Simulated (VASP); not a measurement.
# PbSe (R-3m) in VASP: a series of runs, part 2 of 2

VASP 6.6.1. Earlier steps stand in the parts before.

## (4) Electric field gradients, PBEsol (equal xy, yz and zx shear strains of +3 %)

Contents of INCAR:

```
SYSTEM = PbSe
  PREC = Accurate
  ENCUT = 400
  EDIFF = 1E-8
  ISMEAR = -1
  SIGMA = 0.01
  LREAL = .False.
  LASPH = .True.
  NELM = 120
  ALGO = Normal
  ISIF = 2
  LWAVE = .False.
  LCHARG = .False.
  GGA = PS
  LEFG = .True.
  NBANDS = 17
  GGA_COMPAT = .False.
```

Contents of KPOINTS:

```
Automatic mesh
0
Gamma
  9 9 9
  0 0 0
```

Contents of POSCAR:

```
PbSe
1.0
    0.0918645000      3.1080822500      3.1080822500
    3.1080822500      0.0918645000      3.1080822500
    3.1080822500      3.1080822500      0.0918645000
Pb Se
1 1
Direct
    0.0000000000      0.0000000000      0.0000000000
    0.5000000000      0.5000000000      0.5000000000
```

Potentials or basis: VASP PAW PBE potentials, release 64 (Pb_d, Se).

On the command line:

```bash
$ cat potpaw_PBE.64/Pb_d/POTCAR potpaw_PBE.64/Se/POTCAR > POTCAR
$ mpirun -np 1 vasp_std > vasp.out
```

OUTCAR:

```text
SYSTEM = PbSe
   PREC = Accurate
   ENCUT = 400
   EDIFF = 1E-8
   ISMEAR = -1
   LREAL = .False.
   LASPH = .True.
   NELM = 120
   ISIF = 2
   GGA = PS

 ion  position               nearest neighbor table
   1  0.000  0.000  0.000-   2 3.06   2 3.06   2 3.06   2 3.06   2 3.06   2 3.06
   2  0.500  0.500  0.500-   1 3.06   1 3.06   1 3.06   1 3.06   1 3.06   1 3.06

  LATTYP: Found a trigonal (rhomboedric) cell.
 ALAT       =     4.3964519367
 COS(alpha) =     0.5293254421

  Lattice vectors:

 A1 = (   0.0918645000,   3.1080822500,   3.1080822500)
 A2 = (   3.1080822500,   0.0918645000,   3.1080822500)
 A3 = (   3.1080822500,   3.1080822500,   0.0918645000)

Analysis of symmetry for initial positions (statically):
=====================================================================
 Subroutine PRICEL returns:
 Original cell was already a primitive cell.

 Routine SETGRP: Setting up the symmetry group for a
 trigonal (rhombohedral) supercell.

 Subroutine GETGRP returns: Found 12 space group operations
 (whereof 12 operations were pure point group operations)
 out of a pool of 12 trial point group operations.

The static configuration has the point symmetry D_3d.

Analysis of symmetry for dynamics (positions and initial velocities):
=====================================================================
 Subroutine PRICEL returns:
 Original cell was already a primitive cell.

 Routine SETGRP: Setting up the symmetry group for a
 trigonal (rhombohedral) supercell.

 Subroutine GETGRP returns: Found 12 space group operations
 (whereof 12 operations were pure point group operations)
 out of a pool of 12 trial point group operations.

The dynamic configuration has the point symmetry D_3d.

 Subroutine INISYM returns: Found 12 space group operations
 (whereof 12 operations are pure point group operations),
 and found     1 'primitive' translations

----------------------------------------------------------------------------------------

                                     Primitive cell

  volume of cell :      57.3877

  direct lattice vectors                    reciprocal lattice vectors
     0.091864500  3.108082250  3.108082250    -0.168184659  0.163356391  0.163356391
     3.108082250  0.091864500  3.108082250     0.163356391 -0.168184659  0.163356391
     3.108082250  3.108082250  0.091864500     0.163356391  0.163356391 -0.168184659

  length of vectors
     4.396451937  4.396451937  4.396451937     0.285756366  0.285756366  0.285756366

  position of ions in fractional coordinates (direct lattice)
     0.000000000  0.000000000  0.000000000
     0.500000000  0.500000000  0.500000000

  ion indices of the primitive-cell ions
   primitive index   ion index
                 1           1
                 2           2

----------------------------------------------------------------------------------------

 KPOINTS: Automatic mesh

Automatic generation of k-mesh.
 Grid dimensions read from file:
 generate k-points for:    9    9    9

[... 71 lines left out ...]
   POTIM  = 0.5000    time-step for ionic-motion
   TEBEG  =    0.0;   TEEND  =   0.0 temperature during run
   PSTRESS=    0.0 pullay stress
   NELECT =      20.0000    total number of electrons
   NUPDOWN=      -1.0000    fix difference up-down
   EMIN   =  10.00;   EMAX   =-10.00  energy-range for DOS
   EFERMI =   0.00;   METHOD = LEGACY
   ISMEAR =    -1;   SIGMA  =   0.01  broadening in eV -4-tet -1-fermi 0-gaus
   EFERMI_NEDOS =   21; number of points for ismear=-14 and -15
   IALGO  =     38    algorithm
   IMIX   =      4    mixing-type and parameters
     AMIX     =   0.40;   BMIX     =  1.00
     AMIX_MAG =   1.60;   BMIX_MAG =  1.00
  volume/ion in A,a.u.               =      28.69       193.64
  Fermi-wavevector in a.u.,A,eV,Ry     =   1.152069  2.177095 18.058508  1.327263
  Thomas-Fermi vector in A             =   2.288722
   LORBIT       =      0    0 simple, 1 ext, 2 COOP (PROOUT), +10 PAW based schemes
   GGA     = PS    functional components
   LHFCALC =     F    Hartree Fock is set to
   AEXX    =    0.0000 exact exchange contribution
   IVDW    =     0    specifies the selected vdW correction
   LEPSILON=     F    determine dielectric tensor
   LRPA    =     F    only Hartree local field effects (RPA)
 non-spin polarized calculation
  energy-cutoff  :      400.00
  volume of cell :       57.39
 maximum number of plane-waves:      1056
 NGX is ok and might be reduce to    30
   NGX = 15   NGY = 15   NGZ = 15

 number of electron      19.9999994 magnetization

 Free energy of the ion-electron system (eV)
  ---------------------------------------------------
  ext. energy  EPLUGINS =         0.00000000
  ---------------------------------------------------
  free energy    TOTEN  =        -8.90761736 eV

  energy without entropy =       -8.90761736  energy(sigma->0) =       -8.90761736

 E-fermi :   5.0501     XC(G=0):  -9.7171

 val. band max:        4.8662327964   @ k =   0.4444   0.4444   0.4444
 cond. band min:       5.2493545709   @ k =   0.4444   0.0000   0.0000
 fundamental gap:      0.3831217745
 Fermi energy:         5.0501475764

 k-point     1 :       0.0000    0.0000    0.0000
  band No.  band energies     occupation
      1     -11.8569      2.00000
      2     -11.8569      2.00000
      3     -11.8465      2.00000
      4     -11.8402      2.00000
      5     -11.8402      2.00000
      6      -8.6950      2.00000
[... 457 lines left out ...]
      4     -11.8071      2.00000
      5     -11.8009      2.00000
      6      -7.3031      2.00000
[... 9 lines left out ...]
     16      16.2308      0.00000
     17      17.1103      0.00000

 [... further k-points ...]

------------------------ aborting loop because EDIFF is reached ----------------------------------------

  FORCE on cell =-STRESS in cart. coord.  units (eV):
  Direction    XX          YY          ZZ          XY          YZ          ZX
  --------------------------------------------------------------------------------------
  -------------------------------------------------------------------------------------
  Total       -0.2140152     -0.2140152     -0.2140152     -0.2002837     -0.2002837     -0.2002837
  in kB       -5.9749750     -5.9749750     -5.9749750     -5.5916126     -5.5916126     -5.5916126
  external PRESSURE =      -5.9749750 kB  Pullay stress =       0.0000000 kB

 VOLUME and BASIS-vectors are now :
 -----------------------------------------------------------------------------
  energy-cutoff  :      400.00
  volume of cell :       57.39
      direct lattice vectors                 reciprocal lattice vectors
     0.091864500  3.108082250  3.108082250    -0.168184659  0.163356391  0.163356391
     3.108082250  0.091864500  3.108082250     0.163356391 -0.168184659  0.163356391
     3.108082250  3.108082250  0.091864500     0.163356391  0.163356391 -0.168184659

 POSITION                                       TOTAL-FORCE (eV/Angst)
 -----------------------------------------------------------------------------------
      0.00000      0.00000      0.00000        -0.000000      0.000000     -0.000000
      3.15401      3.15401      3.15401         0.000000     -0.000000      0.000000
 -----------------------------------------------------------------------------------
    total drift:                               -0.000000      0.000000      0.000000

  FREE ENERGIE OF THE ION-ELECTRON SYSTEM (eV)
  ---------------------------------------------------
  free  energy   TOTEN  =        -8.9076173632 eV

  energy  without entropy=       -8.9076173632  energy(sigma->0) =       -8.90761736

 Electric field gradients (V/A^2)
---------------------------------------------------------------------
 ion       V_xx      V_yy      V_zz      V_xy      V_xz      V_yz
---------------------------------------------------------------------
   1      -0.000     0.000    -0.000    -2.694    -2.694    -2.694
   2      -0.000    -0.000    -0.000    10.210    10.210    10.210
---------------------------------------------------------------------

 Electric field gradients after diagonalization (V/A^2)
 (convention: |V_zz| > |V_xx| > |V_yy|)
----------------------------------------------------------------------
 ion       V_xx      V_yy      V_zz     asymmetry (V_yy - V_xx)/ V_zz
----------------------------------------------------------------------
   1       2.694     2.694    -5.388       0.000
   2     -10.210   -10.210    20.421       0.000
----------------------------------------------------------------------

           NMR quadrupolar parameters

 Cq : quadrupolar parameter    Cq=e*Q*V_zz/h
 eta: asymmetry parameters     (V_yy - V_xx)/ V_zz
 Q  : nuclear electric quadrupole moment in mb (millibarn)
----------------------------------------------------------------------
 ion       Cq(MHz)       eta       Q (mb)
----------------------------------------------------------------------
   1      -0.013       0.000       1.000
   2       0.049       0.000       1.000
----------------------------------------------------------------------
```

OSZICAR:

```text
N       E                     dE             d eps       ncg     rms          rms(c)
DAV:   1     0.142326105202E+03    0.14233E+03   -0.82227E+03  2898   0.993E+02
DAV:   2     0.560756863511E+00   -0.14177E+03   -0.13714E+03  3150   0.276E+02
DAV:   3    -0.897247419136E+01   -0.95332E+01   -0.94598E+01  3617   0.799E+01
DAV:   4    -0.917014706415E+01   -0.19767E+00   -0.19757E+00  3728   0.132E+01
DAV:   5    -0.917667687454E+01   -0.65298E-02   -0.65295E-02  4031   0.221E+00    0.266E+00
DAV:   6    -0.891463680366E+01    0.26204E+00   -0.64752E-01  4480   0.582E+00    0.151E+00
DAV:   7    -0.890733306581E+01    0.73037E-02   -0.10086E-01  3550   0.158E+00    0.802E-01
DAV:   8    -0.890794554084E+01   -0.61248E-03   -0.10232E-02  3561   0.108E+00    0.133E-01
DAV:   9    -0.890759683376E+01    0.34871E-03   -0.23272E-03  4498   0.439E-01    0.454E-02
DAV:  10    -0.890761776368E+01   -0.20930E-04   -0.15495E-04  3364   0.717E-02    0.162E-02
DAV:  11    -0.890761743752E+01    0.32616E-06   -0.27649E-05  3990   0.513E-02    0.536E-03
DAV:  12    -0.890761735929E+01    0.78225E-07   -0.15812E-06  3929   0.134E-02    0.106E-03
DAV:  13    -0.890761736318E+01   -0.38872E-08   -0.58957E-08  3890   0.299E-03
   1 F= -.89076174E+01 E0= -.89076174E+01  d E =-.186392E-10
```

Run time: 2 min. Hardware: 1 thread of Intel Xeon 8259CL, shared host; peak memory 0.21 GiB.

Results:

```
Free energy                             : -8.9076 eV
Pressure                                : -0.6 GPa
Band gap on the k mesh                  : 0.38 eV (least direct gap 0.62 eV)
Largest electric field gradient by atom : Pb -5.4; Se +20.4 V/Å²
```

Levels at points of the mesh, in eV from the valence-band top:
| k point | band 6 | band 7 | band 8 | band 9 | band 10 | band 11 | band 12 | band 13 | band 14 | band 15 |
| --- | --- | --- | --- | --- | --- | --- | --- | --- | --- | --- |
| (0.00, 0.00, 0.00) | -13.56 | -6.32 | -2.08 | -1.70 | -1.70 | 4.70 | 4.70 | 4.76 | 6.12 | 6.69 |

Electric field gradients, principal values (V/Å²):
```csv
atom,least,middle,greatest (by size)
1 Pb,2.694,2.694,-5.388
2 Se,-10.210,-10.210,20.421
```

Caveat: the cell differs from its parent crystal (equal xy, yz and zx shear strains of +3 %); without QUAD_EFG the Cq values of the log hold for a quadrupole moment of 1 mb, not for the nuclei; the PAW data sets were made with another functional, which shifts forces and pressure a little; spin-orbit coupling is left out, which moves the levels of the heavy elements; an odd mesh through Γ misses points on the zone boundary, where band edges can lie.
